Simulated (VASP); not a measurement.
# NaCl in VASP: a series of runs, part 2 of 2

VASP 6.6.1. Earlier steps stand in the parts before.

## Step 3: Single point, PBE

Input file INCAR:

```
PREC = Accurate
ENCUT = 500
EDIFF = 1E-6
ISMEAR = 0
SIGMA = 0.01
LREAL = F
LASPH = T
NELM = 120
ALGO = Normal
ISIF = 2
LWAVE = F
LCHARG = F
GGA = PE
NBANDS = 14
GGA_COMPAT = F
```

Input file KPOINTS:

```
regular mesh
0
Gamma
  4 4 4
```

Input file POSCAR:

```
NaCl
1.0
    0.0000000000      2.8100000000      2.8100000000
    2.8100000000      0.0000000000      2.8100000000
    2.8100000000      2.8100000000      0.0000000000
Na Cl
1 1
Direct
   -0.0002697318     -0.0007763045      0.0003171638
    0.5001749245      0.5005034431      0.4997943152
```

Potentials or basis: VASP PAW PBE potentials, release 64 (Na_pv, Cl).

On the command line:

```bash
cat potpaw_PBE.64/Na_pv/POTCAR potpaw_PBE.64/Cl/POTCAR > POTCAR
mpirun -np 1 vasp_std > vasp.out
```

It took 13 s on 1 thread of Intel Xeon Platinum 8488C (Sapphire Rapids), shared host; peak memory 0.16 GiB.

The run converged. Its results:

```
Free energy            : -6.7699 eV
Pressure               : 1.0 GPa
Largest force          : 0.008 eV/Å
Band gap on the k mesh : 5.15 eV, direct
```

Forces on the atoms (eV/Å):
```
Na   0.003  0.000  0.007
Cl  -0.003  0.000 -0.007
```

Levels at points of the mesh, in eV from the valence-band top:
| k point | band 5 | band 6 | band 7 | band 8 | band 9 | band 10 |
| --- | --- | --- | --- | --- | --- | --- |
| (0.00, 0.00, 0.00) | 0.00 | 0.00 | 0.00 | 5.15 | 11.13 | 11.13 |
| (0.50, 0.00, 0.00) | -1.96 | -0.27 | -0.27 | 7.29 | 10.71 | 11.00 |
| (0.00, 0.50, 0.00) | -1.96 | -0.27 | -0.27 | 7.29 | 10.71 | 11.00 |
| (0.00, 0.00, 0.50) | -1.96 | -0.27 | -0.27 | 7.29 | 10.71 | 11.00 |
| (0.50, 0.50, 0.50) | -1.96 | -0.27 | -0.27 | 7.29 | 10.71 | 11.00 |
| (0.50, 0.50, 0.00) | -1.69 | -0.61 | -0.61 | 7.57 | 8.07 | 11.40 |
| (0.00, 0.50, 0.50) | -1.69 | -0.61 | -0.61 | 7.57 | 8.07 | 11.40 |
| (0.50, 0.00, 0.50) | -1.69 | -0.61 | -0.61 | 7.57 | 8.07 | 11.40 |

Caveat: the k points lie up to 0.48 Å⁻¹ apart. PBE gaps usually lie below the measured ones, often by a third to a half.

## Step 4: Single point, PBE

Input file INCAR:

```
SYSTEM = NaCl
PREC = Accurate ; ENCUT = 500
EDIFF = 1E-6 ; ISMEAR = 0
SIGMA = 0.01 ; LREAL = .FALSE.
LASPH = .TRUE. ; NELM = 120
ALGO = Normal ; ISIF = 2
LWAVE = .FALSE. ; LCHARG = .FALSE.
GGA = PE ; NBANDS = 14
GGA_COMPAT = .FALSE.
```

Input file KPOINTS:

```
Automatic mesh
0
G
  4 4 4
  0 0 0
```

Input file POSCAR:

```
NaCl
1.0
    0.0000000000      2.8100000000      2.8100000000
    2.8100000000      0.0000000000      2.8100000000
    2.8100000000      2.8100000000      0.0000000000
Na Cl
1 1
Direct
   -0.0004045136     -0.0011642149      0.0004756466
    0.5002623321      0.5007550078      0.4996915368
```

On the command line:

```bash
cat potpaw_PBE.64/Na_pv/POTCAR potpaw_PBE.64/Cl/POTCAR > POTCAR
mpirun -np 1 vasp_std > vasp.out
```

It took 13 s on 1 thread of Intel Xeon Platinum 8488C (Sapphire Rapids), shared host; peak memory 0.16 GiB.

Results (log left out):

```
Free energy            : -6.7699 eV
Pressure               : 1.0 GPa
Largest force          : 0.012 eV/Å
Band gap on the k mesh : 5.15 eV, direct
```

Forces on the atoms (eV/Å):
```
Na   0.005  0.000  0.011
Cl  -0.005  0.000 -0.011
```

Levels at points of the mesh, in eV from the valence-band top:
| k point | band 4 | band 5 | band 6 | band 7 | band 8 | band 9 | band 10 | band 11 |
| --- | --- | --- | --- | --- | --- | --- | --- | --- |
| (0.00, 0.00, 0.00) | -12.68 | 0.00 | 0.00 | 0.00 | 5.15 | 11.13 | 11.13 | 11.13 |
| (0.50, 0.00, 0.00) | -12.34 | -1.96 | -0.27 | -0.27 | 7.29 | 10.71 | 11.00 | 11.00 |
| (0.00, 0.50, 0.00) | -12.34 | -1.96 | -0.27 | -0.27 | 7.29 | 10.71 | 11.00 | 11.00 |
| (0.00, 0.00, 0.50) | -12.34 | -1.96 | -0.27 | -0.27 | 7.29 | 10.71 | 11.00 | 11.00 |
| (0.50, 0.50, 0.50) | -12.34 | -1.96 | -0.27 | -0.27 | 7.29 | 10.71 | 11.00 | 11.00 |
| (0.50, 0.50, 0.00) | -12.29 | -1.69 | -0.61 | -0.61 | 7.56 | 8.07 | 11.40 | 14.87 |
| (0.00, 0.50, 0.50) | -12.29 | -1.69 | -0.61 | -0.61 | 7.56 | 8.07 | 11.40 | 14.87 |
| (0.50, 0.00, 0.50) | -12.29 | -1.69 | -0.61 | -0.61 | 7.56 | 8.07 | 11.40 | 14.87 |

Caveat: the k points lie up to 0.48 Å⁻¹ apart.

## Step 5: Single point, PBE

Input file INCAR:

```
SYSTEM = NaCl
ALGO     = Normal         ! electronic algorithm
EDIFF    = 1E-6           ! SCF threshold, eV
ENCUT    = 500            ! plane-wave cutoff, eV
GGA      = PE             ! functional
GGA_COMPAT= .False.      
ISIF     = 2              ! what is computed and relaxed
ISMEAR   = 0              ! smearing method
LASPH    = .True.         ! aspherical terms in the spheres
LCHARG   = .True.         ! write CHGCAR
LELF     = .True.         ! ELF
LREAL    = .False.        ! projectors in reciprocal space
LVHAR    = .True.       
LWAVE    = .False.        ! write WAVECAR
NBANDS   = 14             ! bands
NELM     = 120            ! most SCF steps
PREC     = Accurate       ! precision mode
SIGMA    = 0.01           ! smearing width, eV
```

Input file KPOINTS:

```
k-points
0
Gamma
  4 4 4
  0 0 0
```

Input file POSCAR:

```
NaCl
1.0
    0.0000000000      2.8100000000      2.8100000000
    2.8100000000      0.0000000000      2.8100000000
    2.8100000000      2.8100000000      0.0000000000
Na Cl
1 1
Direct
   -0.0005391945     -0.0015518351      0.0006340107
    0.5003496744      0.5010063842      0.4995888353
```

Potentials or basis: VASP PAW PBE potentials, release 64 (Na_pv, Cl).

On the command line:

```bash
cat potpaw_PBE.64/Na_pv/POTCAR potpaw_PBE.64/Cl/POTCAR > POTCAR
mpirun -np 1 vasp_std > vasp.out
```

OUTCAR:

```text
SYSTEM = NaCl
   EDIFF = 1E-6
   ENCUT = 500
   GGA = PE
   ISIF = 2
   ISMEAR = 0
   LASPH = .True.
   LREAL = .False.
   NELM = 120
   PREC = Accurate

 ion  position               nearest neighbor table
   1  0.999  0.998  0.001-
   2  0.500  0.501  0.500-

  LATTYP: Found a face centered cubic cell.
 ALAT       =     5.6200000000

  Lattice vectors:

 A1 = (   0.0000000000,   2.8100000000,   2.8100000000)
 A2 = (   2.8100000000,   0.0000000000,   2.8100000000)
 A3 = (   2.8100000000,   2.8100000000,   0.0000000000)
[... 583 lines left out ...]
      8       7.5311      0.00000
      9       8.6403      0.00000
     10       9.5275      0.00000
     11      11.5972      0.00000
     12      13.4375      0.00000
     13      15.6305      0.00000
     14      16.4629      0.00000

 [... further k-points ...]
[... 5 lines left out ...]
  --------------------------------------------------------------------------------------
  -------------------------------------------------------------------------------------
  Total        0.2804545      0.2802647      0.2813238     -0.0000061      0.0000004     -0.0000821
  in kB       10.1256754     10.1188245     10.1570634     -0.0002188      0.0000142     -0.0029647
  external PRESSURE =      10.1338544 kB  Pullay stress =       0.0000000 kB

 VOLUME and BASIS-vectors are now :
 -----------------------------------------------------------------------------
  energy-cutoff  :      500.00
  volume of cell :       44.38
      direct lattice vectors                 reciprocal lattice vectors
     0.000000000  2.810000000  2.810000000    -0.177935943  0.177935943  0.177935943
     2.810000000  0.000000000  2.810000000     0.177935943 -0.177935943  0.177935943
     2.810000000  2.810000000  0.000000000     0.177935943  0.177935943 -0.177935943

 POSITION                                       TOTAL-FORCE (eV/Angst)
 -----------------------------------------------------------------------------------
      2.80742      2.81027      5.61412         0.006162     -0.000632      0.014033
      2.81167      2.80983      2.81381        -0.006162      0.000632     -0.014033
 -----------------------------------------------------------------------------------
    total drift:                                0.000008     -0.000011      0.000082

  FREE ENERGIE OF THE ION-ELECTRON SYSTEM (eV)
  ---------------------------------------------------
  free  energy   TOTEN  =        -6.7698566290 eV

  energy  without entropy=       -6.7698566290  energy(sigma->0) =       -6.76985663
```

Wall time 14 s (1 thread of Intel Xeon Platinum 8488C (Sapphire Rapids), shared host); peak memory 0.16 GiB.

What came out:

```
Free energy            : -6.7699 eV
Pressure               : 1.0 GPa
Largest force          : 0.015 eV/Å
Band gap on the k mesh : 5.15 eV, direct
```

Forces in eV/Å, atoms in the order of the input:
```
Na   0.006 -0.001  0.014
Cl  -0.006  0.001 -0.014
```

Caveat: the k points lie up to 0.48 Å⁻¹ apart. As with any semilocal functional, this PBE gap is likely too small.

## Step 6: Single point, PBE

Input file INCAR:

```
SYSTEM = NaCl
  ALGO = Normal
  EDIFF = 1E-6
  ENCUT = 500
  GGA = PE
  GGA_COMPAT = .False.
  ISIF = 2
  ISMEAR = 0
  LASPH = .True.
  LCHARG = .True.
  LELF = .True.
  LREAL = .False.
  LVHAR = .True.
  LWAVE = .False.
  NBANDS = 14
  NELM = 120
  PREC = Accurate
  SIGMA = 0.01
```

KPOINTS is that of step 5.

Input file POSCAR:

```
NaCl
1.0
    0.0000000000      2.8100000000      2.8100000000
    2.8100000000      0.0000000000      2.8100000000
    2.8100000000      2.8100000000      0.0000000000
Na Cl
1 1
Direct
   -0.0006737409     -0.0019390684      0.0007922166
    0.5004369294      0.5012575097      0.4994862364
```

Potentials or basis: VASP PAW PBE potentials, release 64 (Na_pv, Cl).

On the command line:

```bash
cat potpaw_PBE.64/Na_pv/POTCAR potpaw_PBE.64/Cl/POTCAR > POTCAR
mpirun -np 1 vasp_std > vasp.out
```

It took 16 s on 1 thread of Intel Xeon Platinum 8488C (Sapphire Rapids), shared host; peak memory 0.16 GiB.

It converged, with:

| Quantity | Value |
| --- | --- |
| Free energy | -6.7698 eV |
| Pressure | 1.0 GPa |
| Largest force | 0.019 eV/Å |
| Band gap on the k mesh | 5.15 eV, direct |

Forces on the atoms (eV/Å):
```
Na   0.008 -0.001  0.018
Cl  -0.008  0.001 -0.018
```

Levels at points of the mesh, in eV from the valence-band top:
```
           k point  band 4  band 5  band 6  band 7  band 8  band 9  band 10  band 11
(0.00, 0.00, 0.00)  -12.68    0.00    0.00    0.00    5.15   11.13    11.13    11.13
(0.50, 0.00, 0.00)  -12.34   -1.96   -0.27   -0.27    7.29   10.71    11.00    11.00
(0.00, 0.50, 0.00)  -12.34   -1.96   -0.27   -0.27    7.29   10.71    11.00    11.00
(0.00, 0.00, 0.50)  -12.34   -1.96   -0.27   -0.27    7.29   10.71    11.00    11.00
(0.50, 0.50, 0.50)  -12.34   -1.96   -0.27   -0.27    7.29   10.71    11.00    11.00
(0.50, 0.50, 0.00)  -12.29   -1.69   -0.61   -0.61    7.56    8.07    11.40    14.87
(0.00, 0.50, 0.50)  -12.29   -1.69   -0.61   -0.61    7.56    8.07    11.40    14.87
(0.50, 0.00, 0.50)  -12.29   -1.69   -0.61   -0.61    7.56    8.07    11.40    14.87
```

Caveat: the k points lie up to 0.48 Å⁻¹ apart.
